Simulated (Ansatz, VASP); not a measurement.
**BeZn2Te3 in VASP and in Ansatz**

```
Be Zn Te
1.0
     5.52870    0.00000    0.00000
     0.00000    5.52870    0.00000
     0.00000    0.00000    5.82586
Be Zn Te
1 2 3
Direct
  0.50000 0.50000 0.50000
  0.00000 0.50000 0.00000
  0.50000 0.00000 0.00000
  0.50000 0.50000 0.00000
  0.00000 0.00000 0.50000
  0.00000 0.00000 0.00000
```

Alike in both runs: functional PBE; k mesh 8 × 8 × 6; occupations gaussian, width 0.1 eV; no spin polarisation.

Ansatz relaxed the structure, and its values are those at the end. VASP's run is a single point on that final structure, the one shown.

|  | VASP | Ansatz |
| --- | --- | --- |
| version | VASP 6.6.1 | Ansatz 0.2.0 |
| potentials or method | VASP PAW PBE potentials, release 64 (Be, Zn, Te), cutoff 520 eV | scalar-relativistic, plane waves, PAW |
| valence electrons in the cell | 44 | 74 |

Ansatz gave:

* gap on the k mesh at the Fermi level (eV): none
* pressure (GPa): 0.0

Task: What did VASP give for the same quantities?

Result: gap on the k mesh at the Fermi level (eV): none; pressure (GPa): 0.1.

A gap of «none» marks a metal or a gap that the smearing closes. VASP's potentials hold 44 valence electrons a cell and Ansatz's 74, so a difference there can come from the potentials and not from the codes.

Spin-orbit coupling is off throughout.
